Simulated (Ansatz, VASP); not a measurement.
# Two plane-wave programs on CaHgI3

INCAR

```
  PREC = Accurate
  ENCUT = 520
  EDIFF = 1E-6
  ISMEAR = 0
  SIGMA = 0.1
  LREAL = F
  LASPH = T
  NELM = 80
  ALGO = Normal
  ISIF = 2
  LWAVE = F
  LCHARG = F
  GGA = PE
  NBANDS = 30
```

KPOINTS

```
regular mesh
0
Gamma
  4 4 4
```

POSCAR

```
CaHgI3
1.0
    5.6505996400      0.0000000000      0.0000000000
    0.0000000000      5.6505996400      0.0000000000
    0.0000000000      0.0000000000      5.6505996400
Ca Hg I
1 1 3
Direct
    0.5000000000      0.5000000000      0.5000000000
    0.0000000000      0.0000000000      0.0000000000
    0.5000000000      0.0000000000      0.0000000000
    0.0000000000      0.5000000000      0.0000000000
    0.0000000000      0.0000000000      0.5000000000
```

Input for Ansatz:

```yaml
crystal:
  lattice:
    - [5.65059964, 0.0, 0.0]
    - [0.0, 5.65059964, 0.0]
    - [0.0, 0.0, 5.65059964]
  atoms:
    - { symbol: Ca, position: [0.5, 0.5, 0.5] }
    - { symbol: Hg, position: [0.0, 0.0, 0.0] }
    - { symbol: I, position: [0.5, 0.0, 0.0] }
    - { symbol: I, position: [0.0, 0.5, 0.0] }
    - { symbol: I, position: [0.0, 0.0, 0.5] }
basis:
  ecutwfc: 420
kpoints:
  mp_grid: { grid: [4, 4, 4] }
hamiltonian:
  xc: pbe
scf:
  occupations: { method: gaussian, width: 0.1 }
  lower_state_search: "off"
output:
  forces: true
  stress: true
  eigenvalues: true
```

Alike in both runs: task single point; functional PBE; k mesh 4 × 4 × 4; occupations gaussian, width 0.1 eV; no spin polarisation.

|  | VASP | Ansatz |
| --- | --- | --- |
| version | VASP 6.6.1 | Ansatz 0.2.0 |
| potentials or method | VASP PAW PBE potentials, release 64 (Ca_sv, Hg, I), cutoff 520 eV | scalar-relativistic, plane waves, PAW |
| valence electrons in the cell | 43 | 81 |

|  | VASP | Ansatz | Ansatz less VASP |
| --- | --- | --- | --- |
| gap on the k mesh at the Fermi level (eV) | none | none | - |
| pressure (GPa) | 4.7 | 4.6 | -0.10 |

A gap of «none» marks a metal or a gap that the smearing closes. The functional is the same, so the differences come from potentials, cutoffs and numerics. VASP's potentials hold 43 valence electrons a cell and Ansatz's 81, so a difference there can come from the potentials and not from the codes.

Neither program's run includes spin-orbit coupling.
